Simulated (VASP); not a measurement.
# Cr (I4/mmm) in VASP: single point with revPBE

Aim: the single point of Cr with revPBE.

All numbers are computed with VASP 6.6.1; they aren't measurements. Logs are shortened: lines on timing, memory, paths and dates and some standing lists are left out, and cuts for length are marked.

## Step 1: The cell of the first run

The typed cell holds 2 atoms: a = 2.892 Å, b = 2.892 Å, c = 2.894 Å, α = 90.00°, β = 90.00°, γ = 90.00°.

## Step 2: Single point, revPBE, collinear spin, antiferromagnetic start

The input, INCAR:

```
PREC = Accurate ; ENCUT = 500
EDIFF = 1E-6 ; ISMEAR = -1
SIGMA = 0.05 ; LREAL = F
LASPH = T ; NELM = 200
ALGO = Normal ; ISIF = 2
LWAVE = F ; LCHARG = F
ISPIN = 2 ; MAGMOM = 1.295 -1.295
LORBIT = 11 ; LMAXMIX = 4
GGA = RE ; NBANDS = 23
GGA_COMPAT = F
```

The input, KPOINTS:

```
Automatic mesh
0
Gamma
  18 18 18
```

The input, POSCAR:

```
Cr
1.0
    2.8922324748      0.0000000000      0.0000000000
    0.0000000000      2.8922324748      0.0000000000
    0.0000000000      0.0000000000      2.8938322577
Cr
2
Direct
    0.0000000000      0.0000000000      0.0000000000
    0.5000000000      0.5000000000      0.5000000000
```

Potentials or basis: VASP PAW PBE potentials, release 64 (Cr_pv).

On the command line:

```bash
$ cat potpaw_PBE.64/Cr_pv/POTCAR > POTCAR
$ mpirun -np 1 vasp_std > vasp.out
```

OUTCAR:

```text
PREC = Accurate
   ENCUT = 500
   EDIFF = 1E-6
   ISMEAR = -1
   LREAL = F
   LASPH = T
   NELM = 200
   ISIF = 2
   ISPIN = 2
   LORBIT = 11
   GGA = RE

 ion  position               nearest neighbor table
   1  0.000  0.000  0.000-   2 2.51   2 2.51   2 2.51   2 2.51   2 2.51   2 2.51   2 2.51   2 2.51

   2  0.500  0.500  0.500-   1 2.51   1 2.51   1 2.51   1 2.51   1 2.51   1 2.51   1 2.51   1 2.51

  LATTYP: Found a simple tetragonal cell.
 ALAT       =     2.8922324748
 C/A-ratio  =     1.0005531308

  Lattice vectors:

 A1 = (   2.8922324748,   0.0000000000,   0.0000000000)
 A2 = (   0.0000000000,   2.8922324748,   0.0000000000)
 A3 = (   0.0000000000,   0.0000000000,   2.8938322577)

Analysis of symmetry for initial positions (statically):
=====================================================================
 Subroutine PRICEL returns following result:

  LATTYP: Found a body centered tetragonal cell.
 ALAT       =     2.8922324748
 C/A-ratio  =     1.0005531308

  Lattice vectors:

 A1 = (  -1.4461162374,  -1.4461162374,  -1.4469161288)
 A2 = (   1.4461162374,   1.4461162374,  -1.4469161289)
 A3 = (   1.4461162374,  -1.4461162374,   1.4469161288)

   2 primitive cells build up your supercell.

 Routine SETGRP: Setting up the symmetry group for a
 simple tetragonal supercell.

 Subroutine GETGRP returns: Found 16 space group operations
 (whereof 16 operations were pure point group operations)
 out of a pool of 16 trial point group operations.

The static configuration has the point symmetry D_4h.

Analysis of symmetry for dynamics (positions and initial velocities):
=====================================================================
 Subroutine PRICEL returns following result:

  LATTYP: Found a body centered tetragonal cell.
 ALAT       =     2.8922324748
 C/A-ratio  =     1.0005531308

  Lattice vectors:

 A1 = (  -1.4461162374,  -1.4461162374,  -1.4469161288)
 A2 = (   1.4461162374,   1.4461162374,  -1.4469161289)
 A3 = (   1.4461162374,  -1.4461162374,   1.4469161288)

   2 primitive cells build up your supercell.

 Routine SETGRP: Setting up the symmetry group for a
 simple tetragonal supercell.

 Subroutine GETGRP returns: Found 16 space group operations
 (whereof 16 operations were pure point group operations)
 out of a pool of 16 trial point group operations.

The dynamic configuration has the point symmetry D_4h.

Analysis of structural, dynamic, and magnetic symmetry:
=====================================================================
 Subroutine PRICEL returns following result:

  LATTYP: Found a body centered tetragonal cell.
 ALAT       =     2.8922324748
 C/A-ratio  =     1.0005531308

  Lattice vectors:

 A1 = (  -1.4461162374,  -1.4461162374,  -1.4469161288)
 A2 = (   1.4461162374,   1.4461162374,  -1.4469161289)
 A3 = (   1.4461162374,  -1.4461162374,   1.4469161288)

   2 primitive cells build up your supercell.

 Routine SETGRP: Setting up the symmetry group for a
 simple tetragonal supercell.

 Subroutine GETGRP returns: Found 16 space group operations
 (whereof 16 operations were pure point group operations)
 out of a pool of 16 trial point group operations.

The overall configuration has the point symmetry D_4h.

 Subroutine INISYM returns: Found 16 space group operations
 (whereof 16 operations are pure point group operations),
 and found     2 'primitive' translations

----------------------------------------------------------------------------------------

                                     Primitive cell

  volume of cell :      12.1035

  direct lattice vectors                    reciprocal lattice vectors
    -1.446116237 -1.446116237 -1.446916129     0.000000000 -0.345753673 -0.345562531
     1.446116237  1.446116237 -1.446916129     0.345753673  0.000000000 -0.345562531
     1.446116237 -1.446116237  1.446916129     0.345753673 -0.345753673  0.000000000

  length of vectors
     2.505208700  2.505208700  2.505208700     0.488834394  0.488834394  0.488969533

  position of ions in fractional coordinates (direct lattice)
     0.000000000  0.000000000  0.000000000

  ion indices of the primitive-cell ions
   primitive index   ion index
                 1           1

----------------------------------------------------------------------------------------

 KPOINTS: Automatic mesh

Automatic generation of k-mesh.
 Grid dimensions read from file:
 generate k-points for:   18   18   18

 Generating k-lattice:

  Cartesian coordinates                     Fractional coordinates (reciprocal lattice)
     0.019208537  0.000000000  0.000000000     0.055555556  0.000000000  0.000000000
     0.000000000  0.019208537  0.000000000     0.000000000  0.055555556  0.000000000
     0.000000000  0.000000000  0.019197918     0.000000000  0.000000000  0.055555556

  Length of vectors
     0.019208537  0.019208537  0.019197918

  Shift w.r.t. Gamma in fractional coordinates (k-lattice)
     0.000000000  0.000000000  0.000000000

 Subroutine IBZKPT returns following result:
 ===========================================

 Found    550 irreducible k-points:

 Following reciprocal coordinates:
            Coordinates               Weight
  0.000000  0.000000  0.000000      1.000000
  0.055556  0.000000  0.000000      4.000000
  0.111111  0.000000  0.000000      4.000000
  0.166667  0.000000  0.000000      4.000000
  0.222222  0.000000  0.000000      4.000000
  0.277778  0.000000  0.000000      4.000000
[... 16 lines left out ...]
  0.277778  0.111111  0.000000      8.000000
  0.333333  0.111111  0.000000      8.000000
 [... further k-points ...]
   k-points           NKPTS =    550   k-points in BZ     NKDIM =    550   number of bands    NBANDS=     23
   number of dos      NEDOS =    301   number of ions     NIONS =      2
   total plane-waves  NPLWV =  13824
   dimension x,y,z NGX =    24 NGY =   24 NGZ =   24
   dimension x,y,z NGXF=    48 NGYF=   48 NGZF=   48
   ions per type =               2
   NGX,Y,Z   is equivalent  to a cutoff of  13.80, 13.80, 13.79 a.u.
   NGXF,Y,Z  is equivalent  to a cutoff of  27.59, 27.59, 27.58 a.u.
 SYSTEM =  unknown system
   PREC   = accura    normal or accurate (medium, high low for compatibility)
   ISTART =      0    job   : 0-new  1-cont  2-samecut
   ICHARG =      2    charge: 1-file 2-atom 10-const
   ISPIN  =      2    spin polarized calculation?
   LNONCOLLINEAR =      F non collinear calculations
   LSORBIT =      F    spin-orbit coupling
   LASPH  =      T    aspherical Exc in radial PAW
   ENCUT  =  500.0 eV  36.75 Ry    6.06 a.u.   5.27  5.27  5.28*2*pi/ulx,y,z
   NELM   =    200;   NELMIN=  2; NELMDL= -5     # of ELM steps
   EDIFF  = 0.1E-05   stopping-criterion for ELM
   LREAL  =      F    real-space projection
   EDIFFG = 0.1E-04   stopping-criterion for IOM
   NSW    =      0    number of steps for IOM
   IBRION =     -1    ionic relax: 0-MD 1-quasi-New 2-CG
   NFREE  =      0    steps in history (QN), initial steepest desc. (CG)
   ISIF   =      2    stress and relaxation
   ISYM   =      2    0-nonsym 1-usesym 2-fastsym
   POTIM  = 0.5000    time-step for ionic-motion
   TEBEG  =    0.0;   TEEND  =   0.0 temperature during run
   PSTRESS=    0.0 pullay stress
   NELECT =      24.0000    total number of electrons
   NUPDOWN=      -1.0000    fix difference up-down
   EMIN   =  10.00;   EMAX   =-10.00  energy-range for DOS
   EFERMI =   0.00;   METHOD = LEGACY
   ISMEAR =    -1;   SIGMA  =   0.05  broadening in eV -4-tet -1-fermi 0-gaus
   EFERMI_NEDOS =   21; number of points for ismear=-14 and -15
   IALGO  =     38    algorithm
   IMIX   =      4    mixing-type and parameters
     AMIX     =   0.40;   BMIX     =  1.00
     AMIX_MAG =   1.60;   BMIX_MAG =  1.00
  volume/ion in A,a.u.               =      12.10        81.68
  Fermi-wavevector in a.u.,A,eV,Ry     =   1.632420  3.084827 36.256753  2.664796
  Thomas-Fermi vector in A             =   2.724394
   LORBIT       =     11    0 simple, 1 ext, 2 COOP (PROOUT), +10 PAW based schemes
   GGA     = RE    functional components
   LHFCALC =     F    Hartree Fock is set to
   AEXX    =    0.0000 exact exchange contribution
   IVDW    =     0    specifies the selected vdW correction
   LEPSILON=     F    determine dielectric tensor
   LRPA    =     F    only Hartree local field effects (RPA)
 spin polarized calculation
  energy-cutoff  :      500.00
  volume of cell :       24.21
 maximum number of plane-waves:       632
 NGX is ok and might be reduce to    24
   NGX = 11   NGY = 11   NGZ = 11

 number of electron      23.9999986 magnetization       0.0000000

 number of electron      23.9999986 magnetization      -0.0000000

 Free energy of the ion-electron system (eV)
  ---------------------------------------------------
  ext. energy  EPLUGINS =         0.00000000
  ---------------------------------------------------
  free energy    TOTEN  =       -18.26628675 eV

  energy without entropy =      -18.26157094  energy(sigma->0) =      -18.26392884

 E-fermi :  10.4098     XC(G=0): -13.2869

 val. band max:       10.3980576517   @ k =   0.4444   0.3889   0.0556
 cond. band min:      10.4109959722   @ k =   0.4444   0.0000   0.0000
 fundamental gap:      0.0129383205
 Fermi energy:        10.4098002107

 spin component 1

 k-point     1 :       0.0000    0.0000    0.0000
  band No.  band energies     occupation
      1     -33.2836      1.00000
      2     -33.2827      1.00000
      3     -33.2827      1.00000
      4     -31.7614      1.00000
      5     -31.7606      1.00000
      6     -31.7606      1.00000
[... 613 lines left out ...]
     22      25.0291      0.00000
     23      27.7233      0.00000

 [... further k-points ...]

 spin component 2

 k-point     1 :       0.0000    0.0000    0.0000
  band No.  band energies     occupation
      1     -33.2836      1.00000
      2     -33.2827      1.00000
      3     -33.2827      1.00000
      4     -31.7614      1.00000
      5     -31.7606      1.00000
      6     -31.7606      1.00000
[... 613 lines left out ...]
     22      25.0291      0.00000
     23      27.7233      0.00000

 [... further k-points ...]

------------------------ aborting loop because EDIFF is reached ----------------------------------------

  FORCE on cell =-STRESS in cart. coord.  units (eV):
  Direction    XX          YY          ZZ          XY          YZ          ZX
  --------------------------------------------------------------------------------------
  -------------------------------------------------------------------------------------
  Total        0.0167469      0.0167469     -0.0124538      0.0000000      0.0000000      0.0000000
  in kB        1.1084242      1.1084242     -0.8242736      0.0000000      0.0000000      0.0000000
  external PRESSURE =       0.4641916 kB  Pullay stress =       0.0000000 kB

 VOLUME and BASIS-vectors are now :
 -----------------------------------------------------------------------------
  energy-cutoff  :      500.00
  volume of cell :       24.21
      direct lattice vectors                 reciprocal lattice vectors
     2.892232475  0.000000000  0.000000000     0.345753673  0.000000000  0.000000000
     0.000000000  2.892232475  0.000000000     0.000000000  0.345753673  0.000000000
     0.000000000  0.000000000  2.893832258     0.000000000  0.000000000  0.345562531

 POSITION                                       TOTAL-FORCE (eV/Angst)
 -----------------------------------------------------------------------------------
      0.00000      0.00000      0.00000        -0.000000      0.000000      0.000000
      1.44612      1.44612      1.44692         0.000000     -0.000000     -0.000000
 -----------------------------------------------------------------------------------
    total drift:                                0.000000      0.000000     -0.000000

  FREE ENERGIE OF THE ION-ELECTRON SYSTEM (eV)
  ---------------------------------------------------
  free  energy   TOTEN  =       -18.2662867457 eV

  energy  without entropy=      -18.2615709354  energy(sigma->0) =      -18.26392884

 total charge

# of ion       s       p       d       tot
------------------------------------------
    1        0.434   6.375   4.162  10.971
    2        0.434   6.375   4.162  10.971
--------------------------------------------------
tot          0.868  12.749   8.324  21.941

 magnetization (x)

# of ion       s       p       d       tot
------------------------------------------
    1        0.016   0.013   1.382   1.410
    2       -0.016  -0.013  -1.382  -1.410
--------------------------------------------------
tot          0.000   0.000   0.000   0.000
```

Run time: 5.1 min. Hardware: 1 thread of Intel Xeon Platinum 8259CL at 2.50GHz (Skylake/Cascade Lake), shared host; peak memory 0.46 GiB.

Results:

```yaml
Free_energy: -18.2663 eV
Pressure: 0.0 GPa
Band_gap_on_the_k_mesh: zero (filled and empty bands overlap)
Net_moment: 0.00 μB per cell
Site_moments: Cr +1.41, -1.41 μB
Valence_electrons_inside_the_program's_atomic_spheres: Cr 10.97
```

Stress tensor (GPa, compression positive):
```
 0.11  0.00  0.00
 0.00  0.11  0.00
 0.00  0.00 -0.08
```

Levels at points of the mesh, in eV from the Fermi level:
Spin up:
```tsv
k point	band 9	band 10	band 11	band 12	band 13	band 14	band 15	band 16
(0.00, 0.00, 0.00)	-3.99	-0.88	-0.88	-0.88	1.27	1.28	2.61	2.61
(0.50, 0.00, 0.00)	-2.05	-1.05	-0.91	-0.91	0.05	0.40	0.40	1.53
(0.50, 0.50, 0.00)	-2.28	-2.28	0.95	1.00	1.00	1.07	1.42	2.15
(0.00, 0.00, 0.50)	-2.06	-1.05	-0.91	-0.91	0.05	0.40	0.40	1.53
(0.50, 0.00, 0.50)	-2.28	-2.28	0.95	1.00	1.00	1.07	1.41	2.15
(0.50, 0.50, 0.50)	-2.59	-1.69	-1.69	-1.69	1.01	1.01	2.20	2.21
```
Spin down:
```tsv
k point	band 8	band 9	band 10	band 11	band 12	band 13	band 14	band 15	band 16	band 17
(0.00, 0.00, 0.00)	-4.00	-3.99	-0.88	-0.88	-0.88	1.27	1.28	2.61	2.61	2.61
(0.50, 0.00, 0.00)	-3.67	-2.05	-1.05	-0.91	-0.91	0.05	0.40	0.40	1.53	2.00
(0.50, 0.50, 0.00)	-4.09	-2.28	-2.28	0.95	1.00	1.00	1.07	1.42	2.15	2.91
(0.00, 0.00, 0.50)	-3.68	-2.06	-1.05	-0.91	-0.91	0.05	0.40	0.40	1.53	2.00
(0.50, 0.00, 0.50)	-4.09	-2.28	-2.28	0.95	1.00	1.00	1.07	1.41	2.15	2.91
(0.50, 0.50, 0.50)	-2.59	-2.59	-1.69	-1.69	-1.69	1.01	1.01	2.20	2.21	6.37
```

Caveat: the antiferromagnetic order is the one typed at the start, and another may lie lower; the PAW data sets were made with another functional, which shifts forces and pressure a little.
